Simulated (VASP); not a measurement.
# Ga (P6/mmm) in VASP: notebook, part 2 of 2

VASP 6.6.1. The steps go on from the part before.

**3. Single point, PBE**

This run uses another cell than the first one: it holds 3 atoms, not 1.

Contents of INCAR:

```
PREC = Accurate ; ENCUT = 520
EDIFF = 1E-6 ; ISMEAR = -1
SIGMA = 0.08 ; LREAL = False
LASPH = True ; NELM = 80
ALGO = Normal ; ISIF = 2
LWAVE = False ; LCHARG = False
GGA = PE ; NBANDS = 26
```

Contents of KPOINTS:

```
Automatic mesh
0
Gamma
  8 8 11
```

Contents of POSCAR:

```
Ga
1.0
    4.6805226876      0.0000000000      0.0000000000
   -2.3402613438      4.0534515505      0.0000000000
    0.0000000000      0.0000000000      3.0050201095
Ga
3
Direct
    0.0000000000      0.0000000000      0.0000000000
    0.3333333333      0.6666666667      0.5000000000
    0.6666666667      0.3333333333      0.5000000000
```

Potentials or basis: VASP PAW PBE potentials, release 64 (Ga_d).

On the command line:

```sh
cat potpaw_PBE.64/Ga_d/POTCAR > POTCAR
mpirun -np 1 vasp_std > vasp.out
```

OUTCAR:

```text
PREC = Accurate
   ENCUT = 520
   EDIFF = 1E-6
   ISMEAR = -1
   LREAL = False
   LASPH = True
   NELM = 80
   ISIF = 2
   GGA = PE

 ion  position               nearest neighbor table
   1  0.000  0.000  0.000-
   2  0.333  0.667  0.500-   3 2.70   3 2.70   3 2.70
   3  0.667  0.333  0.500-   2 2.70   2 2.70   2 2.70

  LATTYP: Found a hexagonal cell.
 ALAT       =     4.6805226876
 C/A-ratio  =     0.6420266090

  Lattice vectors:

 A1 = (   4.6805226876,   0.0000000000,   0.0000000000)
 A2 = (  -2.3402613438,   4.0534515505,   0.0000000000)
 A3 = (   0.0000000000,   0.0000000000,   3.0050201095)

Analysis of symmetry for initial positions (statically):
=====================================================================
 Subroutine PRICEL returns:
 Original cell was already a primitive cell.

 Routine SETGRP: Setting up the symmetry group for a
 hexagonal supercell.

 Subroutine GETGRP returns: Found 24 space group operations
 (whereof 24 operations were pure point group operations)
 out of a pool of 24 trial point group operations.

The static configuration has the point symmetry D_6h.

Analysis of symmetry for dynamics (positions and initial velocities):
=====================================================================
 Subroutine PRICEL returns:
 Original cell was already a primitive cell.

 Routine SETGRP: Setting up the symmetry group for a
 hexagonal supercell.

 Subroutine GETGRP returns: Found 24 space group operations
 (whereof 24 operations were pure point group operations)
 out of a pool of 24 trial point group operations.

The dynamic configuration has the point symmetry D_6h.

 Subroutine INISYM returns: Found 24 space group operations
 (whereof 24 operations are pure point group operations),
 and found     1 'primitive' translations

----------------------------------------------------------------------------------------

                                     Primitive cell

  volume of cell :      57.0121

  direct lattice vectors                    reciprocal lattice vectors
     4.680522688  0.000000000  0.000000000     0.213651352  0.123351666  0.000000000
    -2.340261344  4.053451551  0.000000000     0.000000000  0.246703331  0.000000000
     0.000000000  0.000000000  3.005020110     0.000000000  0.000000000  0.332776475

  length of vectors
     4.680522688  4.680522688  3.005020110     0.246703331  0.246703331  0.332776475

  position of ions in fractional coordinates (direct lattice)
     0.000000000  0.000000000  0.000000000
     0.333333333  0.666666667  0.500000000
     0.666666667  0.333333333  0.500000000

  ion indices of the primitive-cell ions
   primitive index   ion index
                 1           1
                 2           2
                 3           3

----------------------------------------------------------------------------------------

 KPOINTS: Automatic mesh

Automatic generation of k-mesh.
 Grid dimensions read from file:
 generate k-points for:    8    8   11

 Generating k-lattice:

  Cartesian coordinates                     Fractional coordinates (reciprocal lattice)
     0.026706419  0.015418958  0.000000000     0.125000000  0.000000000  0.000000000
     0.000000000  0.030837916  0.000000000     0.000000000  0.125000000  0.000000000
     0.000000000  0.000000000  0.030252407     0.000000000  0.000000000  0.090909091

  Length of vectors
     0.030837916  0.030837916  0.030252407

  Shift w.r.t. Gamma in fractional coordinates (k-lattice)
     0.000000000  0.000000000  0.000000000

 Subroutine IBZKPT returns following result:
 ===========================================

 Found     60 irreducible k-points:

 Following reciprocal coordinates:
            Coordinates               Weight
  0.000000  0.000000  0.000000      1.000000
  0.125000  0.000000  0.000000      6.000000
  0.250000  0.000000  0.000000      6.000000
  0.375000 -0.000000  0.000000      6.000000
  0.500000  0.000000  0.000000      3.000000
  0.125000  0.125000  0.000000      6.000000
[... 16 lines left out ...]
  0.250000  0.000000  0.181818     12.000000
  0.375000 -0.000000  0.181818     12.000000
 [... further k-points ...]
   k-points           NKPTS =     60   k-points in BZ     NKDIM =     60   number of bands    NBANDS=     26
   number of dos      NEDOS =    301   number of ions     NIONS =      3
   total plane-waves  NPLWV =  31104
   dimension x,y,z NGX =    36 NGY =   36 NGZ =   24
   dimension x,y,z NGXF=    72 NGYF=   72 NGZF=   48
   ions per type =               3
   NGX,Y,Z   is equivalent  to a cutoff of  12.79, 12.79, 13.28 a.u.
   NGXF,Y,Z  is equivalent  to a cutoff of  25.57, 25.57, 26.55 a.u.
 SYSTEM =  unknown system
   PREC   = accura    normal or accurate (medium, high low for compatibility)
   ISTART =      0    job   : 0-new  1-cont  2-samecut
   ICHARG =      2    charge: 1-file 2-atom 10-const
   ISPIN  =      1    spin polarized calculation?
   LNONCOLLINEAR =      F non collinear calculations
   LSORBIT =      F    spin-orbit coupling
   LASPH  =      T    aspherical Exc in radial PAW
   ENCUT  =  520.0 eV  38.22 Ry    6.18 a.u.   8.70  8.70  5.59*2*pi/ulx,y,z
   NELM   =     80;   NELMIN=  2; NELMDL= -5     # of ELM steps
   EDIFF  = 0.1E-05   stopping-criterion for ELM
   LREAL  =      F    real-space projection
   EDIFFG = 0.1E-04   stopping-criterion for IOM
   NSW    =      0    number of steps for IOM
   IBRION =     -1    ionic relax: 0-MD 1-quasi-New 2-CG
   NFREE  =      0    steps in history (QN), initial steepest desc. (CG)
   ISIF   =      2    stress and relaxation
   ISYM   =      2    0-nonsym 1-usesym 2-fastsym
   POTIM  = 0.5000    time-step for ionic-motion
   TEBEG  =    0.0;   TEEND  =   0.0 temperature during run
   PSTRESS=    0.0 pullay stress
   NELECT =      39.0000    total number of electrons
   NUPDOWN=      -1.0000    fix difference up-down
   EMIN   =  10.00;   EMAX   =-10.00  energy-range for DOS
   EFERMI =   0.00;   METHOD = LEGACY
   ISMEAR =    -1;   SIGMA  =   0.08  broadening in eV -4-tet -1-fermi 0-gaus
   EFERMI_NEDOS =   21; number of points for ismear=-14 and -15
   IALGO  =     38    algorithm
   IMIX   =      4    mixing-type and parameters
     AMIX     =   0.40;   BMIX     =  1.00
     AMIX_MAG =   1.60;   BMIX_MAG =  1.00
  volume/ion in A,a.u.               =      19.00       128.25
  Fermi-wavevector in a.u.,A,eV,Ry     =   1.442472  2.725877 28.309997  2.080726
  Thomas-Fermi vector in A             =   2.560988
   LORBIT       =      0    0 simple, 1 ext, 2 COOP (PROOUT), +10 PAW based schemes
   GGA     = PE    functional components
   LHFCALC =     F    Hartree Fock is set to
   AEXX    =    0.0000 exact exchange contribution
   IVDW    =     0    specifies the selected vdW correction
   LEPSILON=     F    determine dielectric tensor
   LRPA    =     F    only Hartree local field effects (RPA)
 non-spin polarized calculation
  energy-cutoff  :      520.00
  volume of cell :       57.01
 maximum number of plane-waves:      1553
 NGX is ok and might be reduce to    36

 number of electron      39.0000015 magnetization

 Free energy of the ion-electron system (eV)
  ---------------------------------------------------
  ext. energy  EPLUGINS =         0.00000000
  ---------------------------------------------------
  free energy    TOTEN  =        -8.59129540 eV

  energy without entropy =       -8.56035288  energy(sigma->0) =       -8.57582414

 E-fermi :   5.5558     XC(G=0): -10.9749

 val. band max:        5.5526839042   @ k =   0.2500   0.2500   0.0000
 cond. band min:       5.5900744534   @ k =   0.2500   0.1250   0.4545
 fundamental gap:      0.0373905492
 Fermi energy:         5.5557615610

 k-point     1 :       0.0000    0.0000    0.0000
  band No.  band energies     occupation
      1      -9.6002      2.00000
      2      -9.4315      2.00000
      3      -9.4315      2.00000
      4      -9.4179      2.00000
      5      -9.3943      2.00000
      6      -9.3653      2.00000
[... 18 lines left out ...]
     25      17.2716      0.00000
     26      17.3226      0.00000
[... 644 lines left out ...]
      4      -9.4412      2.00000
      5      -9.4274      2.00000
      6      -9.3788      2.00000
[... 18 lines left out ...]
     25      12.7917      0.00000
     26      13.2642      0.00000

 [... further k-points ...]

------------------------ aborting loop because EDIFF is reached ----------------------------------------

  FORCE on cell =-STRESS in cart. coord.  units (eV):
  Direction    XX          YY          ZZ          XY          YZ          ZX
  --------------------------------------------------------------------------------------
  -------------------------------------------------------------------------------------
  Total        0.3320694      0.3320694      0.3099954      0.0000000     -0.0000000      0.0000000
  in kB        9.3319574      9.3319574      8.7116230      0.0000000     -0.0000000      0.0000000
  external PRESSURE =       9.1251792 kB  Pullay stress =       0.0000000 kB

 VOLUME and BASIS-vectors are now :
 -----------------------------------------------------------------------------
  energy-cutoff  :      520.00
  volume of cell :       57.01
      direct lattice vectors                 reciprocal lattice vectors
     4.680522688  0.000000000  0.000000000     0.213651352  0.123351666  0.000000000
    -2.340261344  4.053451551  0.000000000     0.000000000  0.246703331  0.000000000
     0.000000000  0.000000000  3.005020110     0.000000000  0.000000000  0.332776475

 POSITION                                       TOTAL-FORCE (eV/Angst)
 -----------------------------------------------------------------------------------
      0.00000      0.00000      0.00000        -0.000000      0.000000      0.000000
     -0.00000      2.70230      1.50251         0.000000      0.000000     -0.000000
      2.34026      1.35115      1.50251         0.000000      0.000000      0.000000
 -----------------------------------------------------------------------------------
    total drift:                                0.000000      0.000000     -0.000000

  FREE ENERGIE OF THE ION-ELECTRON SYSTEM (eV)
  ---------------------------------------------------
  free  energy   TOTEN  =        -8.5912953968 eV

  energy  without entropy=       -8.5603528759  energy(sigma->0) =       -8.57582414
```

OSZICAR:

```text
N       E                     dE             d eps       ncg     rms          rms(c)
DAV:   1     0.218505191524E+03    0.21851E+03   -0.19673E+04  3312   0.280E+03
DAV:   2     0.133194985586E+02   -0.20519E+03   -0.20163E+03  3300   0.448E+02
DAV:   3    -0.817651266874E+01   -0.21496E+02   -0.21321E+02  3492   0.124E+02
DAV:   4    -0.866804704517E+01   -0.49153E+00   -0.49040E+00  3794   0.208E+01
DAV:   5    -0.867645875825E+01   -0.84117E-02   -0.84103E-02  3848   0.280E+00    0.148E+00
DAV:   6    -0.860864089890E+01    0.67818E-01   -0.12495E-01  4152   0.570E+00    0.764E-01
DAV:   7    -0.859303598077E+01    0.15605E-01   -0.48939E-02  4548   0.269E+00    0.195E-01
DAV:   8    -0.859119575794E+01    0.18402E-02   -0.44794E-03  3548   0.200E+00    0.370E-02
DAV:   9    -0.859128077105E+01   -0.85013E-04   -0.15980E-03  3622   0.870E-01    0.240E-02
DAV:  10    -0.859129751305E+01   -0.16742E-04   -0.35079E-04  3972   0.441E-01    0.991E-03
DAV:  11    -0.859129286560E+01    0.46474E-05   -0.62935E-05  4050   0.222E-01    0.230E-03
DAV:  12    -0.859129655721E+01   -0.36916E-05   -0.28842E-05  3076   0.632E-02    0.410E-03
DAV:  13    -0.859129542925E+01    0.11280E-05   -0.61490E-06  2922   0.342E-02    0.786E-04
DAV:  14    -0.859129539675E+01    0.32494E-07   -0.60548E-07  1788   0.177E-02
   1 F= -.85912954E+01 E0= -.85758241E+01  d E =-.309425E-01
```

stdout:

```text
POSCAR found type information on POSCAR Ga
 POSCAR found :  1 types and       3 ions
 scaLAPACK will be used
 LDA part: xc-table for (Slater+PW92), standard interpolation
 POSCAR, INCAR and KPOINTS ok, starting setup
 FFT: planning ... GRIDC
 FFT: planning ... GRID_SOFT
 FFT: planning ... GRID
 WAVECAR not read
 entering main loop
```

Wall time 1.8 min (1 thread of Intel Xeon 8259CL, shared host); peak memory 0.21 GiB.

Results:

```yaml
Free_energy: -8.5913 eV
Pressure: 0.9 GPa
Band_gap_on_the_k_mesh: zero (an odd number of electrons rules out a gap without spin polarisation)
```

**4. Single point, PBE**

This run uses another cell than the first one: it holds 3 atoms, not 1.

Contents of INCAR:

```
ALGO     = Normal         # electronic algorithm
EDIFF    = 1E-6           # SCF threshold, eV
ENCUT    = 520            # plane-wave cutoff, eV
GGA      = PE             # functional
ISIF     = 2              # what is computed and relaxed
ISMEAR   = -1             # smearing method
LASPH    = T              # aspherical terms in the spheres
LCHARG   = F              # write CHGCAR
LREAL    = F              # projectors in reciprocal space
LWAVE    = F              # write WAVECAR
NBANDS   = 26             # bands
NELM     = 60             # most SCF steps
PREC     = Accurate       # precision mode
SIGMA    = 0.08           # smearing width, eV
```

Contents of KPOINTS:

```
k-points
0
Gamma
  8 8 11
```

Contents of POSCAR:

```
Ga
1.0
    4.6819728425      0.0000000000      0.0000000000
   -2.3409864212      4.0547074214      0.0000000000
    0.0000000000      0.0000000000      3.0057462900
Ga
3
Direct
    0.0000000000      0.0000000000      0.0000000000
    0.3333333333      0.6666666667      0.5000000000
    0.6666666667      0.3333333333      0.5000000000
```

On the command line:

```sh
cat potpaw_PBE.64/Ga_d/POTCAR > POTCAR
mpirun -np 1 vasp_std > vasp.out
```

Wall time 1.7 min (1 thread of Intel Xeon 8259CL, shared host); peak memory 0.22 GiB.

The run converged. Its results:

```yaml
Free_energy: -8.5915 eV
Pressure: 0.9 GPa
Band_gap_on_the_k_mesh: zero (an odd number of electrons rules out a gap without spin polarisation)
```

Levels at points of the mesh, in eV from the Fermi level:
| k point | band 17 | band 18 | band 19 | band 20 | band 21 | band 22 |
| --- | --- | --- | --- | --- | --- | --- |
| (0.00, 0.00, 0.00) | -2.67 | -2.38 | -1.23 | -1.23 | -1.04 | -1.04 |
| (0.50, 0.00, 0.00) | -8.71 | -4.26 | -3.68 | 4.53 | 4.78 | 5.64 |

**5. Relaxation of cell and atoms, PBE, target pressure 0.71 GPa, at which the enthalpy is minimised**

Contents of INCAR:

```
SYSTEM = Ga
ALGO     = Normal         ! electronic algorithm
EDIFF    = 1E-7           ! SCF threshold, eV
EDIFFG   = -0.005         ! ionic threshold
ENCUT    = 600            ! plane-wave cutoff, eV
GGA      = PE             ! functional
IBRION   = 2              ! ionic algorithm
ISIF     = 3              ! what is computed and relaxed
ISMEAR   = -1             ! smearing method
LASPH    = .TRUE.         ! aspherical terms in the spheres
LCHARG   = .FALSE.        ! write CHGCAR
LREAL    = .FALSE.        ! projectors in reciprocal space
LWAVE    = .FALSE.        ! write WAVECAR
NELM     = 60             ! most SCF steps
NSW      = 32             ! ionic steps
PREC     = Accurate       ! precision mode
PSTRESS  = 7.1          
SIGMA    = 0.08           ! smearing width, eV
```

Contents of KPOINTS:

```
k-points
0
G
  15 15 14
  0 0 0
```

Contents of POSCAR:

```
Ga
1.0
    2.8614903106      0.0000000000      0.0000000000
   -1.4307451553      2.4781233017      0.0000000000
    0.0000000000      0.0000000000      2.6980069863
Ga
1
Direct
    0.0000000000      0.0000000000      0.0000000000
```

On the command line:

```sh
cat potpaw_PBE.64/Ga_d/POTCAR > POTCAR
mpirun -np 1 vasp_std > vasp.out
```

Wall time 59 s (1 thread of Intel Xeon 8259CL, shared host); peak memory 0.18 GiB.

It converged, with:

- Free energy: -2.8658 eV
- Relaxed volume: 19.15 Å³/atom
- Relaxed cell: a = 2.862 Å, b = 2.862 Å, c = 2.699 Å, α = 90.00°, β = 90.00°, γ = 120.00°
- Space group after relaxing (to 0.1 Å): P6/mmm (No. 191)
- Energy change on relaxing (the run minimises the enthalpy): -0.1 meV/atom
- Ionic steps: 2
- Pressure after relaxing: 0.7 GPa
- Band gap on the k mesh: zero (an odd number of electrons rules out a gap without spin polarisation)

The path:
```
step  energy change (eV)  largest force (eV/Å)  pressure (GPa)  volume (Å³)
   1              0.0000                0.0000            0.78        19.13
   2             -0.0001                0.0000            0.68        19.15
```

Final structure:
```yaml
crystal:
  lattice:
    - [2.86245, 0.00000, 0.00000]
    - [-1.43123, 2.47895, 0.00000]
    - [0.00000, 0.00000, 2.69940]
  atoms:
    - { symbol: Ga, position: [0.00000, 0.00000, 0.00000] }
```

Levels at points of the mesh, in eV from the Fermi level:
| k point | band 5 | band 6 | band 7 | band 8 | band 9 | band 10 |
| --- | --- | --- | --- | --- | --- | --- |
| (0.00, 0.00, 0.00) | -14.65 | -10.91 | 8.89 | 11.32 | 11.32 | 12.09 |
| (0.00, 0.00, 0.50) | -14.80 | -6.47 | -4.38 | 14.88 | 14.88 | 18.38 |

Caveat: the cell is relaxed towards a set pressure, so the run minimises the enthalpy, not the energy.

**6. Relaxation of cell and atoms, PBE, target pressure 0.71 GPa, at which the enthalpy is minimised**

This run uses another cell than the first one, of 19.70 Å³/atom.

Contents of INCAR:

```
SYSTEM = Ga
PREC = Accurate
ENCUT = 600
EDIFF = 1E-6
ISMEAR = -1
SIGMA = 0.08
LREAL = .False.
LASPH = .True.
NELM = 80
ALGO = Normal
ISIF = 3
LWAVE = .False.
LCHARG = .False.
GGA = PE
IBRION = 2
NSW = 60
EDIFFG = -0.005
PSTRESS = 7.1
```

Contents of KPOINTS:

```
regular mesh
0
Gamma
  15 15 14
  0 0 0
```

Contents of POSCAR:

```
Ga
1.0
    2.8924637635      0.0000000000      0.0000000000
   -1.4462318817      2.5049470987      0.0000000000
    0.0000000000      0.0000000000      2.7189159377
Ga
1
Direct
    0.0000000000      0.0000000000      0.0000000000
```

Potentials or basis: VASP PAW PBE potentials, release 64 (Ga_d).

On the command line:

```sh
cat potpaw_PBE.64/Ga_d/POTCAR > POTCAR
mpirun -np 1 vasp_std > vasp.out
```

Wall time 2.1 min (1 thread of Intel Xeon 8259CL, shared host); peak memory 0.19 GiB.

Results (log left out):

* Free energy: -2.8661 eV
* Relaxed volume: 19.16 Å³/atom
* Relaxed cell: a = 2.863 Å, b = 2.863 Å, c = 2.699 Å, α = 90.00°, β = 90.00°, γ = 120.00°
* Space group after relaxing (to 0.1 Å): P6/mmm (No. 191)
* Energy change on relaxing (the run minimises the enthalpy): +0.1 meV/atom
* Ionic steps: 6
* Pressure after relaxing: 0.7 GPa
* Band gap on the k mesh: zero (an odd number of electrons rules out a gap without spin polarisation)

Final structure:
```
Ga
1.0
     2.86323    0.00000    0.00000
    -1.43162    2.47963    0.00000
     0.00000    0.00000    2.69917
Ga
1
Cartesian
  0.0000 0.0000 2.6992
```

Levels at points of the mesh, in eV from the Fermi level:
| k point | band 3 | band 4 | band 5 | band 6 | band 7 | band 8 | band 9 | band 10 |
| --- | --- | --- | --- | --- | --- | --- | --- | --- |
| (0.00, 0.00, 0.00) | -14.91 | -14.65 | -14.65 | -10.91 | 8.90 | 11.31 | 11.31 | 12.09 |
| (0.00, 0.00, 0.50) | -14.84 | -14.80 | -14.80 | -6.47 | -4.38 | 14.87 | 14.87 | 18.37 |

Caveat: the cell is relaxed towards a set pressure, so the run minimises the enthalpy, not the energy.

**7. Summary**

```csv
task,cell,k mesh,cutoff (eV),gap on the mesh (eV),pressure (GPa)
single point,"a = 2.861, b = 2.861, c = 2.698 Å, angles 90.0, 90.0, 120.0°, 1 atom, atomic positions A",15 × 15 × 14,520,none,0.8
single point,"a = 4.681, b = 4.681, c = 3.005 Å, angles 90.0, 90.0, 120.0°, 3 atoms, atomic positions B",8 × 8 × 11,520,none,0.9
single point,"a = 4.682, b = 4.682, c = 3.006 Å, angles 90.0, 90.0, 120.0°, 3 atoms, atomic positions B",8 × 8 × 11,520,none,0.9
relaxation of cell and atoms,"relaxed to 0.71 GPa from a = 2.861, b = 2.861, c = 2.698 Å, angles 90.0, 90.0, 120.0°, 1 atom, atomic positions A",15 × 15 × 14,600,none,0.7
relaxation of cell and atoms,"relaxed to 0.71 GPa from a = 2.892, b = 2.892, c = 2.719 Å, angles 90.0, 90.0, 120.0°, 1 atom, atomic positions A",15 × 15 × 14,600,none,0.7
```

Alike in all rows: level PBE; potentials or basis VASP PAW PBE potentials, release 64 (Ga_d); no spin polarisation; smearing fermi-dirac 0.08 eV.

Caveats: the cell is relaxed towards a set pressure, so the run minimises the enthalpy, not the energy (at least some runs).

Total energies depend on the potentials used, so only differences within one code and one set of settings carry meaning.
